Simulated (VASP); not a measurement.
## MgS: single point with r2SCAN

The system is MgS.

```xyz
2
Lattice="0.0341 2.6015 2.6015 2.6015 0.0341 2.6015 2.6356 2.6356 0.0000" Properties=species:S:1:pos:R:3 pbc="T T T"
Mg    0.0000    0.0000    0.0000
S     2.6356    2.6356    2.6015
```

This cell differs from its parent crystal: shear xy strain +2.6%.

```yaml
Program: VASP 6.6.1
Task: single point
Functional: r2SCAN
Potentials_or_basis: VASP PAW PBE potentials, release 64 (Mg, S)
Cutoff: 520 eV
k_mesh: 8 × 8 × 8
Occupations: gaussian, width 0.01 eV
Spin: no spin polarisation
```

| Item | Value |
| --- | --- |
| Pressure | -0.5 GPa |
| Band gap on the k mesh | 3.28 eV (least direct gap 4.48 eV) |

Stress tensor (GPa, compression positive):
```
-0.43 -1.59  0.00
-1.59 -0.43  0.00
 0.00  0.00 -0.49
```

Levels at points of the mesh, in eV from the valence-band top:
| k point | band 2 | band 3 | band 4 | band 5 | band 6 | band 7 |
| --- | --- | --- | --- | --- | --- | --- |
| (0.00, 0.00, 0.00) | -0.25 | -0.13 | 0.00 | 4.48 | 8.18 | 8.42 |
| (0.50, 0.00, 0.00) | -4.96 | -0.86 | -0.76 | 4.99 | 7.19 | 7.36 |
| (0.50, 0.50, 0.00) | -4.40 | -2.02 | -1.68 | 3.28 | 4.83 | 13.02 |
| (0.00, 0.00, 0.50) | -5.05 | -0.74 | -0.63 | 5.18 | 7.40 | 7.57 |
| (0.50, 0.00, 0.50) | -4.40 | -1.86 | -1.85 | 3.31 | 4.80 | 12.95 |

Run time: 2.8 min on 1 thread of Intel(R) Xeon(R) Platinum 8375C CPU @ 2.90GHz (Ice Lake), with other jobs on the host, peak memory 0.19 GiB.

Caveat: the cell differs from its parent crystal (shear xy strain +2.6%); the PAW data sets were made with another functional, which shifts forces and pressure a little. A k mesh can miss the band edges.
